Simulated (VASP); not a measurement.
A run of VASP 6.6.1 is set up as follows.

File INCAR:

```
  PREC = Accurate
  ENCUT = 520
  EDIFF = 1E-6
  ISMEAR = 0
  SIGMA = 0.01
  LREAL = False
  LASPH = True
  NELM = 80
  ALGO = Normal
  ISIF = 2
  LWAVE = False
  LCHARG = False
  GGA = PE
  IBRION = 2
  NSW = 50
  EDIFFG = -0.01
```

File KPOINTS:

```
regular mesh
0
Gamma
  8 8 8
```

The input POSCAR:

```
CaB6
1.0
    4.1889888868      0.0000000000      0.0000000000
    0.0000000000      4.1889888868      0.0000000000
    0.0000000000      0.0000000000      4.1889888868
Ca B
1 6
Direct
    0.0000000000      0.0000000000      0.0000000000
    0.2017760847      0.5000000000      0.5000000000
    0.5000000000      0.2017760847      0.5000000000
    0.7982239153      0.5000000000      0.5000000000
    0.5000000000      0.7982239153      0.5000000000
    0.5000000000      0.5000000000      0.2017760847
    0.5000000000      0.5000000000      0.7982239153
```

Potentials or basis: VASP PAW PBE potentials, release 64 (Ca_sv, B).

Run with:

```bash
$ cat potpaw_PBE.64/Ca_sv/POTCAR potpaw_PBE.64/B/POTCAR > POTCAR
$ mpirun -np 1 vasp_std > vasp.out
```

Question: Predict the band gap on the k mesh.

Answer: 0.06 eV.

Question: What does it give for the energy gained by relaxing?

Answer: 0.1 meV/atom.

Final structure:
```yaml
crystal:
  lattice:
    - [4.18899, 0.00000, 0.00000]
    - [0.00000, 4.18899, 0.00000]
    - [0.00000, 0.00000, 4.18899]
  atoms:
    - { symbol: Ca, position: [0.00000, 0.00000, 0.00000] }
    - { symbol: B, position: [0.20230, 0.50000, 0.50000] }
    - { symbol: B, position: [0.50000, 0.20230, 0.50000] }
    - { symbol: B, position: [0.79770, 0.50000, 0.50000] }
    - { symbol: B, position: [0.50000, 0.79770, 0.50000] }
    - { symbol: B, position: [0.50000, 0.50000, 0.20230] }
    - { symbol: B, position: [0.50000, 0.50000, 0.79770] }
```

A k mesh can miss the band edges.
